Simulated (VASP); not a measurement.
# CuO (P1) in VASP: settings compared, part 2 of 2

VASP 6.6.1.

**3. Single point, LDA**

INCAR

```
ALGO = Normal
EDIFF = 1E-6
ENCUT = 520
ISIF = 2
ISMEAR = -1
LASPH = T
LCHARG = T
LELF = T
LREAL = F
LVHAR = T
LWAVE = F
NBANDS = 44
NELM = 60
PREC = Accurate
SIGMA = 0.05
```

KPOINTS

```
k-points
0
Gamma
  9 5 5
```

POSCAR

```
CuO
1.0
   -2.3418500000      1.7113000000      0.0000000000
    0.8500300000      0.0000000000     -5.0578700000
   -2.3418500000     -5.1339000000      0.0000000000
Cu O
4 4
Direct
    0.2479969100      0.0006014900      0.2432966400
    0.7479969100      0.0006014900      0.7432966400
    0.9979969100      0.5006014900      0.4932966400
    0.4979969100      0.5006014900      0.9932966400
    0.7071969100      0.7506014900      0.2840966400
    0.2071969100      0.7506014900      0.7840966400
    0.7887969100      0.2506014900      0.2024966400
    0.3048216600      0.2457895500      0.7561235500
```

Potentials or basis: VASP PAW LDA potentials, release 64 (Cu, O).

Started as:

```bash
> cat potpaw_LDA.64/Cu/POTCAR potpaw_LDA.64/O/POTCAR > POTCAR
> mpirun -np 1 vasp_std > vasp.out
```

OUTCAR:

```text
EDIFF = 1E-6
   ENCUT = 520
   ISIF = 2
   ISMEAR = -1
   LASPH = T
   LREAL = F
   NELM = 60
   PREC = Accurate

 ion  position               nearest neighbor table
   1  0.248  0.001  0.243-   5 1.95   7 1.95   7 1.96   5 1.96
   2  0.748  0.001  0.743-   8 1.90   8 1.92   6 1.95   6 1.96
   3  0.998  0.501  0.493-   7 1.95   6 1.95   5 1.96   8 2.18
   4  0.498  0.501  0.993-   8 1.75   5 1.95   6 1.96   7 1.96
   5  0.707  0.751  0.284-   1 1.95   4 1.95   3 1.96   1 1.96
   6  0.207  0.751  0.784-   2 1.95   3 1.95   4 1.96   2 1.96
   7  0.789  0.251  0.202-   3 1.95   1 1.95   1 1.96   4 1.96
[... 1345 lines left out ...]
  Total       -3.7229608     -1.3659728     -3.3689291      0.6650578      1.0151068      1.2432169
  in kB      -73.5675279    -26.9922909    -66.5716895     13.1418680     20.0590080     24.5665752
  external PRESSURE =     -55.7105028 kB  Pullay stress =       0.0000000 kB

 VOLUME and BASIS-vectors are now :
 -----------------------------------------------------------------------------
  energy-cutoff  :      520.00
  volume of cell :       81.08
      direct lattice vectors                 reciprocal lattice vectors
    -2.341850000  1.711300000  0.000000000    -0.320259624  0.146087770 -0.053823109
     0.850030000  0.000000000 -5.057870000     0.000000000  0.000000000 -0.197711685
    -2.341850000 -5.133900000  0.000000000    -0.106753208 -0.146087770 -0.017941036

 POSITION                                       TOTAL-FORCE (eV/Angst)
 -----------------------------------------------------------------------------------
     -1.15002     -0.82466     -0.00304        -0.012094      0.063537     -0.023102
     -3.49187     -2.53596     -0.00304        -0.225976     -0.580014      0.318233
     -3.06686     -0.82466     -2.53198        -0.319561     -0.210839      0.296808
     -3.06686     -4.24726     -2.53198        -1.040081     -1.294764     -1.409448
     -1.68343     -0.24830     -3.79644         0.157573      0.509433     -0.157042
     -1.68343     -3.67090     -3.79644         0.198532      0.649528      0.240734
     -2.10844      0.31027     -1.26751        -0.379744     -0.808864      0.012800
     -2.27565     -3.36022     -1.24317         1.621350      1.671985      0.721017
 -----------------------------------------------------------------------------------
    total drift:                               -0.001425      0.001797      0.000296

  FREE ENERGIE OF THE ION-ELECTRON SYSTEM (eV)
  ---------------------------------------------------
  free  energy   TOTEN  =       -46.0439297556 eV

  energy  without entropy=      -46.0077080991  energy(sigma->0) =      -46.02581893
```

It took 7.2 min on 1 thread of Intel Xeon 6975P-C, shared host; peak memory 0.38 GiB.

Results:

```yaml
Free_energy: -46.0439 eV
Pressure: -5.6 GPa
Largest_force: 2.438 eV/Å
Band_gap_on_the_k_mesh: zero (band 34 reaches 5.64 eV, above the bottom of band 35 at 5.13 eV)
```

Forces on the atoms (eV/Å):
```
Cu  -0.012  0.064 -0.023
Cu  -0.226 -0.580  0.318
Cu  -0.320 -0.211  0.297
Cu  -1.040 -1.295 -1.409
O    0.158  0.509 -0.157
O    0.199  0.650  0.241
O   -0.380 -0.809  0.013
O    1.621  1.672  0.721
```

Caveat: semilocal functionals often make such compounds metallic where correlation or magnetic order opens a gap, which also shifts bond lengths; forces of over 1 eV/Å act on the atoms, so gaps and moduli don't describe the material at rest. With open d or f shells a metallic result of LDA can be an artefact of self-interaction; +U or a hybrid may open a gap.

**4. Single point, PBE**

INCAR

```
SYSTEM = CuO
PREC = Accurate ; ENCUT = 520
EDIFF = 1E-6 ; ISMEAR = -1
SIGMA = 0.05 ; LREAL = .FALSE.
LASPH = .TRUE. ; NELM = 80
ALGO = Normal ; ISIF = 2
LWAVE = .FALSE. ; LCHARG = .FALSE.
GGA = PE ; NBANDS = 44
```

KPOINTS

```
Automatic mesh
0
G
  9 5 5
  0 0 0
```

POSCAR is that of step 3.

Potentials or basis: VASP PAW PBE potentials, release 64 (Cu, O).

Started as:

```bash
> cat potpaw_PBE.64/Cu/POTCAR potpaw_PBE.64/O/POTCAR > POTCAR
> mpirun -np 1 vasp_std > vasp.out
```

Run time: 8.1 min. Hardware: 1 thread of Intel Xeon 6975P-C, shared host; peak memory 0.41 GiB.

Results (log left out):

* Free energy: -38.7213 eV
* Pressure: 9.7 GPa
* Largest force: 2.723 eV/Å
* Band gap on the k mesh: zero (band 34 reaches 5.98 eV, above the bottom of band 35 at 5.48 eV)

Forces in eV/Å, atoms in the order of the input:
```
Cu  -0.028  0.040 -0.033
Cu  -0.143 -0.486  0.387
Cu  -0.421 -0.248  0.426
Cu  -1.119 -1.372 -1.602
O    0.155  0.298 -0.161
O    0.190  0.438  0.248
O   -0.394 -0.618  0.008
O    1.760  1.947  0.726
```

Stress tensor (GPa, compression positive):
```
 8.49  1.20  1.74
 1.20  9.70  2.51
 1.74  2.51 10.82
```

Levels at points of the mesh, in eV from the Fermi level:
| k point | band 31 | band 32 | band 33 | band 34 | band 35 | band 36 | band 37 | band 38 |
| --- | --- | --- | --- | --- | --- | --- | --- | --- |
| (0.00, 0.00, 0.00) | -1.50 | -1.43 | 0.10 | 0.22 | 0.32 | 0.96 | 1.75 | 4.54 |

Caveat: semilocal functionals often make such compounds metallic where correlation or magnetic order opens a gap, which also shifts bond lengths; forces of over 1 eV/Å act on the atoms, so gaps and moduli don't describe the material at rest.

**5. Single point, LDA+U**

INCAR

```
  PREC = Accurate
  ENCUT = 520
  EDIFF = 1E-6
  ISMEAR = -1
  SIGMA = 0.05
  LREAL = F
  LASPH = T
  NELM = 150
  ALGO = Normal
  ISIF = 2
  LWAVE = F
  LCHARG = T
  LMAXMIX = 4
  LDAU = T
  LDAUTYPE = 2
  LDAUL = 2 -1
  LDAUU = 5.3 0
  LDAUJ = 0 0
  LDAUPRINT = 1
  LELF = T
  LVHAR = T
  NBANDS = 44
```

KPOINTS

```
regular mesh
0
Gamma
  9 5 5
```

POSCAR is that of step 4.

Potentials or basis: VASP PAW LDA potentials, release 64 (Cu, O).

Started as:

```bash
> cat potpaw_LDA.64/Cu/POTCAR potpaw_LDA.64/O/POTCAR > POTCAR
> mpirun -np 1 vasp_std > vasp.out
```

It took 7 min on 1 thread of AMD EPYC 9R14 (Zen 4), shared host; peak memory 0.34 GiB.

The run converged. Its results:

```yaml
Free_energy: -39.1289 eV
Pressure: -10.0 GPa
Largest_force: 2.198 eV/Å
Band_gap_on_the_k_mesh: zero (band 34 reaches 5.13 eV, above the bottom of band 35 at 4.48 eV)
```

Forces on the atoms (eV/Å):
```
Cu   0.018  0.116  0.004
Cu  -0.273 -0.605  0.315
Cu  -0.260 -0.174  0.205
Cu  -0.913 -1.145 -1.198
O    0.166  0.469 -0.172
O    0.146  0.576  0.206
O   -0.336 -0.764  0.015
O    1.452  1.527  0.626
```

Stress tensor (GPa, compression positive):
```
-11.45   1.32   2.83
  1.32  -6.82   1.77
  2.83   1.77 -11.78
```

Levels at points of the mesh, in eV from the Fermi level:
```tsv
k point	band 31	band 32	band 33	band 34	band 35	band 36	band 37	band 38
(0.00, 0.00, 0.00)	-2.01	-1.76	0.16	0.29	0.39	1.00	2.01	4.99
```

Eigenvalues of the final occupation matrices:
| site | spin | trace | eigenvalues |
| --- | --- | --- | --- |
| site 1 d | 1 | 4.66 | 0.80 0.95 0.97 0.97 0.98 |
| site 1 d | 2 | 4.66 | 0.80 0.95 0.97 0.97 0.98 |
| site 2 d | 1 | 4.66 | 0.80 0.95 0.97 0.97 0.98 |
| site 2 d | 2 | 4.66 | 0.80 0.95 0.97 0.97 0.98 |
| site 3 d | 1 | 4.67 | 0.82 0.95 0.96 0.96 0.97 |
| site 3 d | 2 | 4.67 | 0.82 0.95 0.96 0.96 0.97 |
| site 4 d | 1 | 4.66 | 0.79 0.95 0.97 0.97 0.98 |
| site 4 d | 2 | 4.66 | 0.79 0.95 0.97 0.97 0.98 |

Caveat: U without spin polarisation on a metal has little footing; forces of over 1 eV/Å act on the atoms, so gaps and moduli don't describe the material at rest.

**6. Single point, PBEsol+U**

INCAR

```
ALGO = Normal
EDIFF = 1E-6
ENCUT = 520
GGA = PS
ISIF = 2
ISMEAR = -1
LASPH = True
LCHARG = True
LDAU = True
LDAUJ = 0 0
LDAUL = 2 -1
LDAUPRINT = 1
LDAUTYPE = 2
LDAUU = 5.3 0
LELF = True
LMAXMIX = 4
LREAL = False
LVHAR = True
LWAVE = False
NBANDS = 44
NELM = 150
PREC = Accurate
SIGMA = 0.05
```

KPOINTS

```
k-points
0
Gamma
  9 5 5
```

POSCAR is that of step 5.

Potentials or basis: VASP PAW PBE potentials, release 64 (Cu, O).

Started as:

```bash
> cat potpaw_PBE.64/Cu/POTCAR potpaw_PBE.64/O/POTCAR > POTCAR
> mpirun -np 1 vasp_std > vasp.out
```

It took 3.3 min on 1 thread of Intel Xeon 6975P-C (Granite Rapids), shared host; peak memory 0.41 GiB.

Results (log left out):

* Free energy: -35.4565 eV
* Pressure: -3.3 GPa
* Largest force: 2.320 eV/Å
* Band gap on the k mesh: zero (band 34 reaches 5.31 eV, above the bottom of band 35 at 4.67 eV)

Forces on the atoms (eV/Å):
```
Cu   0.012  0.105 -0.002
Cu  -0.232 -0.558  0.347
Cu  -0.308 -0.191  0.269
Cu  -0.946 -1.174 -1.283
O    0.162  0.364 -0.174
O    0.144  0.473  0.206
O   -0.339 -0.667  0.013
O    1.508  1.648  0.625
```

Stress tensor (GPa, compression positive):
```
-4.34  1.25  2.41
 1.25 -1.54  2.01
 2.41  2.01 -3.98
```

Levels at points of the mesh, in eV from the Fermi level:
| k point | band 32 | band 33 | band 34 | band 35 | band 36 | band 37 |
| --- | --- | --- | --- | --- | --- | --- |
| (0.00, 0.00, 0.00) | -1.79 | 0.15 | 0.28 | 0.39 | 1.00 | 1.93 |

Eigenvalues of the final occupation matrices:
| site | spin | trace | eigenvalues |
| --- | --- | --- | --- |
| site 1 d | 1 | 4.65 | 0.79 0.95 0.97 0.97 0.98 |
| site 1 d | 2 | 4.65 | 0.79 0.95 0.97 0.97 0.98 |
| site 2 d | 1 | 4.65 | 0.79 0.95 0.97 0.97 0.98 |
| site 2 d | 2 | 4.65 | 0.79 0.95 0.97 0.97 0.98 |
| site 3 d | 1 | 4.67 | 0.82 0.95 0.96 0.96 0.97 |
| site 3 d | 2 | 4.67 | 0.82 0.95 0.96 0.96 0.97 |
| site 4 d | 1 | 4.65 | 0.78 0.95 0.97 0.97 0.98 |
| site 4 d | 2 | 4.65 | 0.78 0.95 0.97 0.97 0.98 |

Caveat: the PAW data sets were made with another functional, which shifts forces and pressure a little; U without spin polarisation on a metal has little footing.

**7. Overview**

```csv
level,potentials or basis,U,k mesh,gap on the mesh (eV),pressure (GPa),largest force (eV/Å)
PBE,"VASP PAW PBE potentials, release 64 (Cu, O)",-,7 × 4 × 4,none,9.7,2.73
LDA,"VASP PAW LDA potentials, release 64 (Cu, O)",-,9 × 5 × 5,none,-5.6,2.44
PBE,"VASP PAW PBE potentials, release 64 (Cu, O)",-,9 × 5 × 5,none,9.7,2.72
LDA+U,"VASP PAW LDA potentials, release 64 (Cu, O)",Cu d U = 5.3 eV,9 × 5 × 5,none,-10.0,2.20
PBEsol+U,"VASP PAW PBE potentials, release 64 (Cu, O)",Cu d U = 5.3 eV,9 × 5 × 5,none,-3.3,2.32
```

Alike in all rows: task single point; no spin polarisation; cell as given; cutoff (eV) 520; smearing fermi-dirac 0.05 eV.

Caveats: forces of over 1 eV/Å act on the atoms, so gaps and moduli don't describe the material at rest (some runs); semilocal functionals often make such compounds metallic where correlation or magnetic order opens a gap, which also shifts bond lengths (some runs); U without spin polarisation on a metal has little footing (some runs); the PAW data sets were made with another functional, which shifts forces and pressure a little (some runs).

Absolute energies hang on the potentials; compare differences alone.
